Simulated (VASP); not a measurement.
# Ni (Fm-3m) in VASP: further runs

The runs below take Ni through single point, relaxation of cell and atoms, with LDA, PBE, revPBE, RPBE+D3(BJ).

Everything below comes from runs of VASP 6.6.1. Logs are shortened: lines on timing, memory, paths and dates and some standing lists are left out, and cuts for length are marked.

## 1. The cell of the first run

The structure is cubic, space group Fm-3m (No. 225). Conventional cell: a = 3.475 Å, b = 3.475 Å, c = 3.475 Å, α = 90.00°, β = 90.00°, γ = 90.00°. Within 3.2 Å of Ni (site symmetry m-3m) lie 12 Ni at 2.46 Å.

## 2. Single point, LDA, collinear spin, ferromagnetic start

Contents of INCAR:

```
SYSTEM = Ni
PREC = Accurate
ENCUT = 520
EDIFF = 1E-7
ISMEAR = -1
SIGMA = 0.05
LREAL = .FALSE.
LASPH = .TRUE.
NELM = 150
ALGO = Normal
ISIF = 2
LWAVE = .FALSE.
LCHARG = .FALSE.
ISPIN = 2
MAGMOM = 1
LORBIT = 11
LMAXMIX = 4
GGA = CA
NBANDS = 15
```

Contents of KPOINTS:

```
regular mesh
0
G
  13 13 13
  0 0 0
```

Contents of POSCAR:

```
Ni
1.0
    0.0000000000      1.7375729330      1.7375729330
    1.7375729330      0.0000000000      1.7375729330
    1.7375729330      1.7375729330      0.0000000000
Ni
1
Direct
    0.0000000000      0.0000000000      0.0000000000
```

Potentials or basis: VASP PAW LDA potentials, release 64 (Ni).

Launch:

```bash
$ cat potpaw_LDA.64/Ni/POTCAR > POTCAR
$ mpirun -np 1 vasp_std > vasp.out
```

OUTCAR:

```text
SYSTEM = Ni
   PREC = Accurate
   ENCUT = 520
   EDIFF = 1E-7
   ISMEAR = -1
   LREAL = .FALSE.
   LASPH = .TRUE.
   NELM = 150
   ISIF = 2
   ISPIN = 2
   LORBIT = 11
   GGA = CA

 ion  position               nearest neighbor table
   1  0.000  0.000  0.000-

  LATTYP: Found a face centered cubic cell.
 ALAT       =     3.4751458660

  Lattice vectors:

 A1 = (   0.0000000000,   1.7375729330,   1.7375729330)
 A2 = (   1.7375729330,   0.0000000000,   1.7375729330)
 A3 = (   1.7375729330,   1.7375729330,   0.0000000000)

Analysis of symmetry for initial positions (statically):
=====================================================================
 Subroutine PRICEL returns:
 Original cell was already a primitive cell.

 Routine SETGRP: Setting up the symmetry group for a
 face centered cubic supercell.

 Subroutine GETGRP returns: Found 48 space group operations
 (whereof 48 operations were pure point group operations)
 out of a pool of 48 trial point group operations.

The static configuration has the point symmetry O_h .

Analysis of symmetry for dynamics (positions and initial velocities):
=====================================================================
 Subroutine PRICEL returns:
 Original cell was already a primitive cell.

 Routine SETGRP: Setting up the symmetry group for a
 face centered cubic supercell.

 Subroutine GETGRP returns: Found 48 space group operations
 (whereof 48 operations were pure point group operations)
 out of a pool of 48 trial point group operations.

The dynamic configuration has the point symmetry O_h .

Analysis of structural, dynamic, and magnetic symmetry:
=====================================================================
 Subroutine PRICEL returns:
 Original cell was already a primitive cell.

 Routine SETGRP: Setting up the symmetry group for a
 face centered cubic supercell.

 Subroutine GETGRP returns: Found 48 space group operations
 (whereof 48 operations were pure point group operations)
 out of a pool of 48 trial point group operations.

The overall configuration has the point symmetry O_h .

 Subroutine INISYM returns: Found 48 space group operations
 (whereof 48 operations are pure point group operations),
 and found     1 'primitive' translations

----------------------------------------------------------------------------------------

                                     Primitive cell

  volume of cell :      10.4920

  direct lattice vectors                    reciprocal lattice vectors
     0.000000000  1.737572933  1.737572933    -0.287757705  0.287757705  0.287757705
     1.737572933  0.000000000  1.737572933     0.287757705 -0.287757705  0.287757705
     1.737572933  1.737572933  0.000000000     0.287757705  0.287757705 -0.287757705

  length of vectors
     2.457299207  2.457299207  2.457299207     0.498410966  0.498410966  0.498410966

  position of ions in fractional coordinates (direct lattice)
     0.000000000  0.000000000  0.000000000

  ion indices of the primitive-cell ions
   primitive index   ion index
                 1           1

----------------------------------------------------------------------------------------

 KPOINTS: regular mesh

Automatic generation of k-mesh.
 Grid dimensions read from file:
 generate k-points for:   13   13   13

 Generating k-lattice:

  Cartesian coordinates                     Fractional coordinates (reciprocal lattice)
    -0.022135208  0.022135208  0.022135208     0.076923077  0.000000000  0.000000000
     0.022135208 -0.022135208  0.022135208     0.000000000  0.076923077  0.000000000
     0.022135208  0.022135208 -0.022135208     0.000000000  0.000000000  0.076923077

  Length of vectors
     0.038339305  0.038339305  0.038339305

  Shift w.r.t. Gamma in fractional coordinates (k-lattice)
     0.000000000  0.000000000  0.000000000

 Subroutine IBZKPT returns following result:
 ===========================================

 Found     84 irreducible k-points:

 Following reciprocal coordinates:
            Coordinates               Weight
  0.000000  0.000000  0.000000      1.000000
  0.076923  0.000000  0.000000      8.000000
  0.153846  0.000000  0.000000      8.000000
  0.230769  0.000000  0.000000      8.000000
  0.307692  0.000000  0.000000      8.000000
  0.384615  0.000000  0.000000      8.000000
[... 16 lines left out ...]
  0.384615  0.153846  0.000000     24.000000
  0.461538  0.153846  0.000000     24.000000
 [... further k-points ...]
   k-points           NKPTS =     84   k-points in BZ     NKDIM =     84   number of bands    NBANDS=     15
   number of dos      NEDOS =    301   number of ions     NIONS =      1
   total plane-waves  NPLWV =   5832
   dimension x,y,z NGX =    18 NGY =   18 NGZ =   18
   dimension x,y,z NGXF=    36 NGYF=   36 NGZF=   36
   ions per type =               1
   NGX,Y,Z   is equivalent  to a cutoff of  12.18, 12.18, 12.18 a.u.
   NGXF,Y,Z  is equivalent  to a cutoff of  24.36, 24.36, 24.36 a.u.
 SYSTEM =  Ni
   PREC   = accura    normal or accurate (medium, high low for compatibility)
   ISTART =      0    job   : 0-new  1-cont  2-samecut
   ICHARG =      2    charge: 1-file 2-atom 10-const
   ISPIN  =      2    spin polarized calculation?
   LNONCOLLINEAR =      F non collinear calculations
   LSORBIT =      F    spin-orbit coupling
   LASPH  =      T    aspherical Exc in radial PAW
   ENCUT  =  520.0 eV  38.22 Ry    6.18 a.u.   4.57  4.57  4.57*2*pi/ulx,y,z
   NELM   =    150;   NELMIN=  2; NELMDL= -5     # of ELM steps
   EDIFF  = 0.1E-06   stopping-criterion for ELM
   LREAL  =      F    real-space projection
   EDIFFG = 0.1E-05   stopping-criterion for IOM
   NSW    =      0    number of steps for IOM
   IBRION =     -1    ionic relax: 0-MD 1-quasi-New 2-CG
   NFREE  =      0    steps in history (QN), initial steepest desc. (CG)
   ISIF   =      2    stress and relaxation
   ISYM   =      2    0-nonsym 1-usesym 2-fastsym
   POTIM  = 0.5000    time-step for ionic-motion
   TEBEG  =    0.0;   TEEND  =   0.0 temperature during run
   PSTRESS=    0.0 pullay stress
   NELECT =      10.0000    total number of electrons
   NUPDOWN=      -1.0000    fix difference up-down
   EMIN   =  10.00;   EMAX   =-10.00  energy-range for DOS
   EFERMI =   0.00;   METHOD = LEGACY
   ISMEAR =    -1;   SIGMA  =   0.05  broadening in eV -4-tet -1-fermi 0-gaus
   EFERMI_NEDOS =   21; number of points for ismear=-14 and -15
   IALGO  =     38    algorithm
   IMIX   =      4    mixing-type and parameters
     AMIX     =   0.40;   BMIX     =  1.00
     AMIX_MAG =   1.60;   BMIX_MAG =  1.00
  volume/ion in A,a.u.               =      10.49        70.80
  Fermi-wavevector in a.u.,A,eV,Ry     =   1.611097  3.044533 35.315755  2.595635
  Thomas-Fermi vector in A             =   2.706542
   LORBIT       =     11    0 simple, 1 ext, 2 COOP (PROOUT), +10 PAW based schemes
   GGA     = CA    functional components
   LHFCALC =     F    Hartree Fock is set to
   AEXX    =    0.0000 exact exchange contribution
   IVDW    =     0    specifies the selected vdW correction
   LEPSILON=     F    determine dielectric tensor
   LRPA    =     F    only Hartree local field effects (RPA)
 spin polarized calculation
  energy-cutoff  :      520.00
  volume of cell :       10.49
 maximum number of plane-waves:       296
   NGX =  9   NGY =  9   NGZ =  9

 number of electron      10.0000000 magnetization       1.0000000

 number of electron       9.9999998 magnetization       0.6152630

 Free energy of the ion-electron system (eV)
  ---------------------------------------------------
  ext. energy  EPLUGINS =         0.00000000
  ---------------------------------------------------
  free energy    TOTEN  =        -6.57296415 eV

  energy without entropy =       -6.55955801  energy(sigma->0) =       -6.56626108

 E-fermi :   9.5503     XC(G=0): -13.8290

 val. band max:        9.5485108814   @ k =  -0.4615   0.3846   0.1538
 cond. band min:       9.5507338222   @ k =  -0.2308   0.3846   0.1538
 fundamental gap:      0.0022229408
 Fermi energy:         9.5502733326

 spin component 1

 k-point     1 :       0.0000    0.0000    0.0000
  band No.  band energies     occupation
      1       0.3118      1.00000
      2       7.1027      1.00000
      3       7.1027      1.00000
      4       7.1027      1.00000
      5       8.3159      1.00000
      6       8.3159      1.00000
      7      33.6380      0.00000
      8      37.6785      0.00000
      9      37.6785      0.00000
     10      37.6785      0.00000
     11      40.7629      0.00000
     12      40.7629      0.00000
     13      40.7629      0.00000
     14      43.8658      0.00000
     15      50.2542      0.00000
[... 397 lines left out ...]
 k-point    24 :       0.4615    0.1538    0.0000
  band No.  band energies     occupation
      1       4.9192      1.00000
      2       6.6530      1.00000
      3       7.1178      1.00000
      4       7.5149      1.00000
      5       9.0710      0.99993
      6      10.4921      0.00000
      7      17.7425      0.00000
      8      28.7898      0.00000
      9      30.4685      0.00000
     10      32.6808      0.00000
     11      42.8043      0.00000
     12      43.0399      0.00000
     13      46.1371      0.00000
     14      49.4312      0.00000
     15      55.6597      0.00000

 [... further k-points ...]

 spin component 2

 k-point     1 :       0.0000    0.0000    0.0000
  band No.  band energies     occupation
      1       0.3614      1.00000
      2       7.7273      1.00000
      3       7.7273      1.00000
      4       7.7273      1.00000
      5       8.8934      1.00000
      6       8.8934      1.00000
      7      33.6293      0.00000
      8      37.7331      0.00000
      9      37.7331      0.00000
     10      37.7331      0.00000
     11      40.9375      0.00000
     12      40.9375      0.00000
     13      40.9375      0.00000
     14      43.8473      0.00000
     15      50.4413      0.00000
[... 397 lines left out ...]
 k-point    24 :       0.4615    0.1538    0.0000
  band No.  band energies     occupation
      1       5.2639      1.00000
      2       7.0757      1.00000
      3       7.6369      1.00000
      4       8.0947      1.00000
      5       9.7327      0.02537
      6      10.9297      0.00000
      7      18.0191      0.00000
      8      28.9050      0.00000
      9      30.5995      0.00000
     10      32.7946      0.00000
     11      42.8778      0.00000
     12      43.1452      0.00000
     13      46.2470      0.00000
     14      49.6942      0.00000
     15      56.9833      0.00000

 [... further k-points ...]
[... 5 lines left out ...]
  --------------------------------------------------------------------------------------
  -------------------------------------------------------------------------------------
  Total       -0.6640057     -0.6640057     -0.6640057     -0.0000000      0.0000000     -0.0000000
  in kB     -101.3965714   -101.3965714   -101.3965714     -0.0000000      0.0000000     -0.0000000
  external PRESSURE =    -101.3965714 kB  Pullay stress =       0.0000000 kB

 VOLUME and BASIS-vectors are now :
 -----------------------------------------------------------------------------
  energy-cutoff  :      520.00
  volume of cell :       10.49
      direct lattice vectors                 reciprocal lattice vectors
     0.000000000  1.737572933  1.737572933    -0.287757705  0.287757705  0.287757705
     1.737572933  0.000000000  1.737572933     0.287757705 -0.287757705  0.287757705
     1.737572933  1.737572933  0.000000000     0.287757705  0.287757705 -0.287757705

 POSITION                                       TOTAL-FORCE (eV/Angst)
 -----------------------------------------------------------------------------------
      0.00000      0.00000      0.00000        -0.000000     -0.000000      0.000000
 -----------------------------------------------------------------------------------
    total drift:                               -0.000000     -0.000000     -0.000000

  FREE ENERGIE OF THE ION-ELECTRON SYSTEM (eV)
  ---------------------------------------------------
  free  energy   TOTEN  =        -6.5729641491 eV

  energy  without entropy=       -6.5595580096  energy(sigma->0) =       -6.56626108

 total charge

# of ion       s       p       d       tot
------------------------------------------
    1        0.515   0.529   8.342   9.386

 magnetization (x)

# of ion       s       p       d       tot
------------------------------------------
    1       -0.004  -0.017   0.638   0.617
```

It took 19 s on 1 thread of Intel Xeon Platinum 8375C at 2.90GHz (Ice Lake), shared host; peak memory 0.12 GiB.

Results:

| Item | Value |
| --- | --- |
| Free energy | -6.5730 eV |
| Pressure | -10.1 GPa |
| Net moment | 0.62 μB per cell |
| Site moments | Ni +0.62 μB |
| Valence electrons inside the program's atomic spheres | Ni 9.39 |

Levels at points of the mesh, in eV from the Fermi level:
Spin up:
| k point | band 3 | band 4 | band 5 | band 6 | band 7 | band 8 |
| --- | --- | --- | --- | --- | --- | --- |
| (0.00, 0.00, 0.00) | -2.45 | -2.45 | -1.23 | -1.23 | 24.09 | 28.13 |
Spin down:
```
           k point  band 2  band 3  band 4  band 5  band 6  band 7  band 8  band 9
(0.00, 0.00, 0.00)   -1.82   -1.82   -1.82   -0.66   -0.66   24.08   28.18   28.18
```

[end of part 1 of 2]
